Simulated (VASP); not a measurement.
Here is a VASP 6.6.1 calculation.

The input POSCAR:

```
ZnS
1.0
    0.0000000000      2.7207616848      2.7207616848
    2.7207616848      0.0000000000      2.7207616848
    2.7207616848      2.7207616848      0.0000000000
Zn S
1 1
Direct
    0.0000000000      0.0000000000      0.0000000000
    0.2500000000      0.2500000000      0.2500000000
```

INCAR.step1

```
SYSTEM = ZnS
PREC = Accurate
ENCUT = 520
ISMEAR = 0
SIGMA = 0.01
LREAL = .FALSE.
LASPH = .TRUE.
NELM = 80
NBANDS = 16
GGA = PE
ALGO = Normal
EDIFF = 1E-4
LWAVE = .TRUE.
LCHARG = .FALSE.
```

Contents of INCAR.step2:

```
SYSTEM = ZnS
PREC = Accurate
ENCUT = 520
EDIFF = 1E-6
ISMEAR = 0
SIGMA = 0.01
LREAL = .FALSE.
LASPH = .TRUE.
NELM = 80
ALGO = Normal
ISIF = 2
LWAVE = .FALSE.
LCHARG = .TRUE.
METAGGA = R2SCAN
LMIXTAU = .TRUE.
LELF = .TRUE.
LVHAR = .TRUE.
NBANDS = 16
ISTART = 1
```

File KPOINTS:

```
Automatic mesh
0
G
  6 6 6
  0 0 0
```

Potentials or basis: VASP PAW PBE potentials, release 64 (Zn, S).

Run with:

```bash
$ cat potpaw_PBE.64/Zn/POTCAR potpaw_PBE.64/S/POTCAR > POTCAR
$ cp INCAR.step1 INCAR
$ mpirun -np 1 vasp_std > vasp.out
$ cp INCAR.step2 INCAR
$ mpirun -np 1 vasp_std > vasp.out
```

Question: What does it give for the pressure?

Answer: -2.1 GPa.

Question: Estimate the band gap on the k mesh.

Answer: 2.58 eV, direct.

Caveat: the PAW data sets were made with another functional, which shifts forces and pressure a little.
